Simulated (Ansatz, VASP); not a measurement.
One calculation of SiC16, two programs

```
C Si
1.0
     4.92987    0.00000    0.00000
     0.00000    4.42243    0.00000
     0.00000    0.00000   22.69375
C Si
16 1
Direct
  0.25000 0.41553 0.17626
  0.75000 0.41553 0.17626
  0.00000 0.51956 0.20018
  0.50000 0.51956 0.20018
  0.00000 0.72722 0.24809
  0.50000 0.72722 0.24809
  0.25000 0.83125 0.27201
  0.75000 0.83125 0.27201
  0.25000 0.04421 0.31987
  0.75000 0.04421 0.31987
  0.00000 0.15008 0.34260
  0.50000 0.15008 0.34260
  0.00000 0.37798 0.39006
  0.50000 0.37798 0.39006
  0.25000 0.47642 0.40953
  0.75000 0.47642 0.40953
  0.25000 0.22642 0.53291
```

Alike in both runs: task single point; functional PBE; dispersion D3(BJ); k mesh 6 × 6 × 1; occupations gaussian, width 0.05 eV; collinear spin.

|  | VASP | Ansatz |
| --- | --- | --- |
| version | VASP 6.6.1 | Ansatz 0.2.0 |
| potentials or method | VASP PAW PBE potentials, release 64 (C, Si), cutoff 520 eV | scalar-relativistic, plane waves, PAW |
| valence electrons in the cell | 68 | 68 |

|  | VASP | Ansatz | Ansatz less VASP |
| --- | --- | --- | --- |
| gap on the k mesh at the Fermi level (eV) | none | none | - |
| rms of the force components (eV/Å) | 1.002 | 1.005 | +0.0028 |
| net moment per atom (μB) | 0.00 | 0.00 | 0.000 |
| size of the moment on the site where the two differ most (μB) | 0.42 | 0.76 | +0.335 |

Site moments also hang on the region over which each program counts them. Atom by atom the forces differ by 0.013 eV/Å (rms over components). A gap of «none» marks a metal or a gap that the smearing closes. Ansatz's warnings: seeded moment not kept.
